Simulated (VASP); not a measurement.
# Ru (Fm-3m) in VASP: notebook

The runs below take Ru through single point, relaxation of cell and atoms, with LDA.

Program: VASP 6.6.1. These are calculated values, not measurements. Logs are shortened: lines on timing, memory, paths and dates and some standing lists are left out, and cuts for length are marked.

## Step 1: The cell of the first run

The structure is cubic, space group Fm-3m (No. 225). The conventional cell has a = 3.797 Å, b = 3.797 Å, c = 3.797 Å, α = 90.00°, β = 90.00°, γ = 90.00°. Ru (site symmetry m-3m) has 12 Ru at 2.68 Å within 3.5 Å.

## Step 2: Single point, LDA (volume scaled by 1.04)

The input, INCAR:

```
SYSTEM = Ru
PREC     = Accurate       ! precision mode
ENCUT    = 520            ! plane-wave cutoff, eV
EDIFF    = 1E-6           ! SCF threshold, eV
ISMEAR   = -1             ! smearing method
SIGMA    = 0.1            ! smearing width, eV
LREAL    = .False.        ! projectors in reciprocal space
LASPH    = .True.         ! aspherical terms in the spheres
NELM     = 100            ! most SCF steps
ALGO     = Normal         ! electronic algorithm
ISIF     = 2              ! what is computed and relaxed
LWAVE    = .False.        ! write WAVECAR
LCHARG   = .True.         ! write CHGCAR
GGA      = CA             ! functional
LELF     = .True.         ! ELF
LVHAR    = .True.       
NBANDS   = 13             ! bands
```

The input, KPOINTS:

```
regular mesh
0
Gamma
  16 16 16
  0 0 0
```

The input, POSCAR:

```
Ru
1.0
    0.0000000000      1.8983558704      1.8983558704
    1.8983558704      0.0000000000      1.8983558704
    1.8983558704      1.8983558704      0.0000000000
Ru
1
Direct
    0.0000000000      0.0000000000      0.0000000000
```

Potentials or basis: VASP PAW LDA potentials, release 64 (Ru_pv).

Run with:

```
$ cat potpaw_LDA.64/Ru_pv/POTCAR > POTCAR
$ mpirun -np 1 vasp_std > vasp.out
```

OUTCAR:

```text
SYSTEM = Ru
   PREC = Accurate
   ENCUT = 520
   EDIFF = 1E-6
   ISMEAR = -1
   LREAL = .False.
   LASPH = .True.
   NELM = 100
   ISIF = 2
   GGA = CA

 ion  position               nearest neighbor table
   1  0.000  0.000  0.000-

  LATTYP: Found a face centered cubic cell.
 ALAT       =     3.7967117408

  Lattice vectors:

 A1 = (   0.0000000000,   1.8983558704,   1.8983558704)
 A2 = (   1.8983558704,   0.0000000000,   1.8983558704)
 A3 = (   1.8983558704,   1.8983558704,   0.0000000000)

Analysis of symmetry for initial positions (statically):
=====================================================================
 Subroutine PRICEL returns:
 Original cell was already a primitive cell.

 Routine SETGRP: Setting up the symmetry group for a
 face centered cubic supercell.

 Subroutine GETGRP returns: Found 48 space group operations
 (whereof 48 operations were pure point group operations)
 out of a pool of 48 trial point group operations.

The static configuration has the point symmetry O_h .

Analysis of symmetry for dynamics (positions and initial velocities):
=====================================================================
 Subroutine PRICEL returns:
 Original cell was already a primitive cell.

 Routine SETGRP: Setting up the symmetry group for a
 face centered cubic supercell.

 Subroutine GETGRP returns: Found 48 space group operations
 (whereof 48 operations were pure point group operations)
 out of a pool of 48 trial point group operations.

The dynamic configuration has the point symmetry O_h .

 Subroutine INISYM returns: Found 48 space group operations
 (whereof 48 operations are pure point group operations),
 and found     1 'primitive' translations

----------------------------------------------------------------------------------------

                                     Primitive cell

  volume of cell :      13.6824

  direct lattice vectors                    reciprocal lattice vectors
     0.000000000  1.898355870  1.898355870    -0.263385811  0.263385811  0.263385811
     1.898355870  0.000000000  1.898355870     0.263385811 -0.263385811  0.263385811
     1.898355870  1.898355870  0.000000000     0.263385811  0.263385811 -0.263385811

  length of vectors
     2.684680618  2.684680618  2.684680618     0.456197606  0.456197606  0.456197606

  position of ions in fractional coordinates (direct lattice)
     0.000000000  0.000000000  0.000000000

  ion indices of the primitive-cell ions
   primitive index   ion index
                 1           1

----------------------------------------------------------------------------------------

 KPOINTS: regular mesh

Automatic generation of k-mesh.
 Grid dimensions read from file:
 generate k-points for:   16   16   16

 Generating k-lattice:

  Cartesian coordinates                     Fractional coordinates (reciprocal lattice)
    -0.016461613  0.016461613  0.016461613     0.062500000  0.000000000  0.000000000
     0.016461613 -0.016461613  0.016461613     0.000000000  0.062500000  0.000000000
     0.016461613  0.016461613 -0.016461613     0.000000000  0.000000000  0.062500000

  Length of vectors
     0.028512350  0.028512350  0.028512350

  Shift w.r.t. Gamma in fractional coordinates (k-lattice)
     0.000000000  0.000000000  0.000000000

 Subroutine IBZKPT returns following result:
 ===========================================

 Found    145 irreducible k-points:

 Following reciprocal coordinates:
            Coordinates               Weight
  0.000000  0.000000  0.000000      1.000000
  0.062500  0.000000  0.000000      8.000000
  0.125000  0.000000  0.000000      8.000000
  0.187500  0.000000  0.000000      8.000000
  0.250000  0.000000  0.000000      8.000000
  0.312500  0.000000  0.000000      8.000000
[... 16 lines left out ...]
 -0.125000  0.062500  0.000000     24.000000
 -0.062500  0.062500  0.000000     12.000000
 [... further k-points ...]
   k-points           NKPTS =    145   k-points in BZ     NKDIM =    145   number of bands    NBANDS=     13
   number of dos      NEDOS =    301   number of ions     NIONS =      1
   total plane-waves  NPLWV =   8000
   dimension x,y,z NGX =    20 NGY =   20 NGZ =   20
   dimension x,y,z NGXF=    40 NGYF=   40 NGZF=   40
   ions per type =               1
   NGX,Y,Z   is equivalent  to a cutoff of  12.38, 12.38, 12.38 a.u.
   NGXF,Y,Z  is equivalent  to a cutoff of  24.77, 24.77, 24.77 a.u.
 SYSTEM =  Ru
   PREC   = accura    normal or accurate (medium, high low for compatibility)
   ISTART =      0    job   : 0-new  1-cont  2-samecut
   ICHARG =      2    charge: 1-file 2-atom 10-const
   ISPIN  =      1    spin polarized calculation?
   LNONCOLLINEAR =      F non collinear calculations
   LSORBIT =      F    spin-orbit coupling
   LASPH  =      T    aspherical Exc in radial PAW
   ENCUT  =  520.0 eV  38.22 Ry    6.18 a.u.   4.99  4.99  4.99*2*pi/ulx,y,z
   NELM   =    100;   NELMIN=  2; NELMDL= -5     # of ELM steps
   EDIFF  = 0.1E-05   stopping-criterion for ELM
   LREAL  =      F    real-space projection
   EDIFFG = 0.1E-04   stopping-criterion for IOM
   NSW    =      0    number of steps for IOM
   IBRION =     -1    ionic relax: 0-MD 1-quasi-New 2-CG
   NFREE  =      0    steps in history (QN), initial steepest desc. (CG)
   ISIF   =      2    stress and relaxation
   ISYM   =      2    0-nonsym 1-usesym 2-fastsym
   POTIM  = 0.5000    time-step for ionic-motion
   TEBEG  =    0.0;   TEEND  =   0.0 temperature during run
   PSTRESS=    0.0 pullay stress
   NELECT =      14.0000    total number of electrons
   NUPDOWN=      -1.0000    fix difference up-down
   EMIN   =  10.00;   EMAX   =-10.00  energy-range for DOS
   EFERMI =   0.00;   METHOD = LEGACY
   ISMEAR =    -1;   SIGMA  =   0.10  broadening in eV -4-tet -1-fermi 0-gaus
   EFERMI_NEDOS =   21; number of points for ismear=-14 and -15
   IALGO  =     38    algorithm
   IMIX   =      4    mixing-type and parameters
     AMIX     =   0.40;   BMIX     =  1.00
     AMIX_MAG =   1.60;   BMIX_MAG =  1.00
  volume/ion in A,a.u.               =      13.68        92.33
  Fermi-wavevector in a.u.,A,eV,Ry     =   1.649668  3.117420 37.026956  2.721404
  Thomas-Fermi vector in A             =   2.738749
   LORBIT       =      0    0 simple, 1 ext, 2 COOP (PROOUT), +10 PAW based schemes
   GGA     = CA    functional components
   LHFCALC =     F    Hartree Fock is set to
   AEXX    =    0.0000 exact exchange contribution
   IVDW    =     0    specifies the selected vdW correction
   LEPSILON=     F    determine dielectric tensor
   LRPA    =     F    only Hartree local field effects (RPA)
 non-spin polarized calculation
  energy-cutoff  :      520.00
  volume of cell :       13.68
 maximum number of plane-waves:       381
   NGX =  9   NGY =  9   NGZ =  9

 number of electron      14.0000004 magnetization

 Free energy of the ion-electron system (eV)
  ---------------------------------------------------
  ext. energy  EPLUGINS =         0.00000000
  ---------------------------------------------------
  free energy    TOTEN  =       -10.57171629 eV

  energy without entropy =      -10.53515448  energy(sigma->0) =      -10.55343538

 E-fermi :  12.4945     XC(G=0): -14.3332

 val. band max:       12.4839975844   @ k =  -0.3750   0.3750   0.0625
 cond. band min:      12.5026980147   @ k =   0.1875   0.0625   0.0000
 fundamental gap:      0.0187004302
 Fermi energy:        12.4944619326

 k-point     1 :       0.0000    0.0000    0.0000
  band No.  band energies     occupation
      1     -29.7526      2.00000
      2     -29.7526      2.00000
      3     -29.7526      2.00000
      4       4.5657      2.00000
      5       9.8942      2.00000
      6       9.8942      2.00000
      7       9.8942      2.00000
      8      12.3434      1.63844
      9      12.3434      1.63844
     10      22.5681      0.00000
     11      27.5003      0.00000
     12      33.1471      0.00000
     13      33.1471      0.00000

 k-point     2 :       0.0625    0.0000    0.0000
  band No.  band energies     occupation
      1     -29.7950      2.00000
      2     -29.7581      2.00000
      3     -29.7581      2.00000
      4       4.7319      2.00000
      5       9.8078      2.00000
      6       9.9641      2.00000
      7       9.9641      2.00000
      8      12.2985      1.75296
      9      12.2985      1.75296
     10      22.5681      0.00000
     11      27.7791      0.00000
     12      32.3615      0.00000
     13      33.4181      0.00000

 k-point     3 :       0.1250    0.0000    0.0000
  band No.  band energies     occupation
      1     -29.9147      2.00000
      2     -29.7737      2.00000
      3     -29.7737      2.00000
      4       5.1994      2.00000
      5       9.6036      2.00000
      6      10.1385      2.00000
      7      10.1385      2.00000
      8      12.2110      1.88907
      9      12.2110      1.88907
     10      22.5680      0.00000
     11      28.5199      0.00000
     12      30.8149      0.00000
     13      34.2024      0.00000
[... 305 lines left out ...]
 k-point    23 :      -0.1250    0.0625    0.0000
  band No.  band energies     occupation
      1     -29.9854      2.00000
      2     -29.8135      2.00000
      3     -29.7729      2.00000
      4       5.5421      2.00000
      5       9.4155      2.00000
      6      10.2644      2.00000
      7      10.2958      2.00000
      8      11.9087      1.99430
      9      12.4496      1.22049
     10      22.5680      0.00000
     11      29.0382      0.00000
     12      30.2705      0.00000
     13      33.8273      0.00000

 k-point    24 :      -0.0625    0.0625    0.0000
  band No.  band energies     occupation
      1     -29.8543      2.00000
      2     -29.7827      2.00000
      3     -29.7600      2.00000
      4       5.0002      2.00000
      5       9.6496      2.00000
      6      10.0599      2.00000
      7      10.1145      2.00000
      8      12.1080      1.95892
      9      12.3661      1.56612
     10      22.5680      0.00000
     11      28.2188      0.00000
     12      31.6125      0.00000
     13      33.3508      0.00000

 [... further k-points ...]
[... 5 lines left out ...]
  --------------------------------------------------------------------------------------
  -------------------------------------------------------------------------------------
  Total       -1.0309068     -1.0309068     -1.0309068      0.0000000      0.0000000     -0.0000000
  in kB     -120.7166300   -120.7166300   -120.7166300      0.0000000      0.0000000     -0.0000000
  external PRESSURE =    -120.7166300 kB  Pullay stress =       0.0000000 kB

 VOLUME and BASIS-vectors are now :
 -----------------------------------------------------------------------------
  energy-cutoff  :      520.00
  volume of cell :       13.68
      direct lattice vectors                 reciprocal lattice vectors
     0.000000000  1.898355870  1.898355870    -0.263385811  0.263385811  0.263385811
     1.898355870  0.000000000  1.898355870     0.263385811 -0.263385811  0.263385811
     1.898355870  1.898355870  0.000000000     0.263385811  0.263385811 -0.263385811

 POSITION                                       TOTAL-FORCE (eV/Angst)
 -----------------------------------------------------------------------------------
      0.00000      0.00000      0.00000         0.000000     -0.000000      0.000000
 -----------------------------------------------------------------------------------
    total drift:                                0.000000     -0.000000      0.000000

  FREE ENERGIE OF THE ION-ELECTRON SYSTEM (eV)
  ---------------------------------------------------
  free  energy   TOTEN  =       -10.5717162922 eV

  energy  without entropy=      -10.5351544778  energy(sigma->0) =      -10.55343538
```

Run time: 17 s. Hardware: 1 thread of Intel Xeon 6975P-C (Granite Rapids), shared host; peak memory 0.13 GiB.

What came out:

* Free energy: -10.5717 eV
* Pressure: -12.1 GPa
* Band gap on the k mesh: zero (band 7 reaches 14.71 eV, above the bottom of band 8 at 11.13 eV)

(Continued in part 2 of 2.)
